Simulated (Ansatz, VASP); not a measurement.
## HfH: VASP beside Ansatz

```
Hf H
1.0
     2.92092    0.00000    0.00000
     0.00000    2.92092    0.00000
     0.00000    0.00000    2.92092
Hf H
1 1
Cartesian
  1.4605 1.4605 1.4605
  0.0000 0.0000 0.0000
```

Change from the starting cell: species swapped into the TiNi type (Pm-3m, No. 221).

Alike in both runs: functional PBE; k mesh 6 × 6 × 6; occupations gaussian, width 0.1 eV; no spin polarisation.

Ansatz relaxed the structure, and its values are those at the end. VASP's run is a single point on that final structure, the one shown.

|  | VASP | Ansatz |
| --- | --- | --- |
| version | VASP 6.6.1 | Ansatz 0.2.0 |
| potentials or method | VASP PAW PBE potentials, release 64 (Hf_pv, H), cutoff 520 eV | scalar-relativistic, plane waves, PAW |
| valence electrons in the cell | 11 | 27 |

Ansatz gave:

* gap on the k mesh at the Fermi level (eV): none
* pressure (GPa): -0.1

Question: What did VASP give for the same quantities?

Answer: gap on the k mesh at the Fermi level (eV): none; pressure (GPa): -0.6.

A gap of «none» marks a metal or a gap that the smearing closes. VASP's potentials hold 11 valence electrons a cell and Ansatz's 27, so a difference there can come from the potentials and not from the codes.

Spin-orbit coupling is off throughout.
